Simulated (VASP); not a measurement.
**Sb: single point with PBEsol**

Crystal: Sb.

```
CELL_PARAMETERS angstrom
0.00000 2.34584 2.34584
2.34584 0.00000 2.34584
2.34584 2.34584 0.00000
ATOMIC_POSITIONS crystal
Sb 0.00000 0.00000 0.00000
```

```json
{
 "Program": "VASP 6.6.1",
 "Task": "single point",
 "Functional": "PBEsol",
 "Potentials or basis": "VASP PAW PBE potentials, release 64 (Sb)",
 "Cutoff": "520 eV",
 "k mesh": "16 × 16 × 16",
 "Occupations": "fermi-dirac, width 0.1 eV",
 "Spin": "no spin polarisation",
 "Dipole correction": "no",
 "Further INCAR settings": "ALGO = Normal; EDIFF = 1e-06; NBANDS = 8"
}
```

```json
{"Pressure": "1.0 GPa"}
```

Levels at points of the mesh, in eV from the Fermi level:
```csv
k point,band 1,band 2,band 3,band 4,band 5,band 6
"(0.00, 0.00, 0.00)",-13.27,5.64,5.64,5.64,10.14,10.14
"(0.50, 0.00, 0.00)",-9.27,-6.09,3.84,3.84,8.47,9.24
"(0.50, 0.50, 0.00)",-7.53,-5.15,0.39,0.39,4.17,4.61
```

Run time: 24 s on 1 thread of Intel(R) Xeon(R) Platinum 8259CL CPU @ 2.50GHz (Skylake/Cascade Lake), on a shared host, peak memory 0.17 GiB.

Caveat: the PAW data sets were made with another functional, which shifts forces and pressure a little; spin-orbit coupling is left out, which moves the levels of the heavy elements.
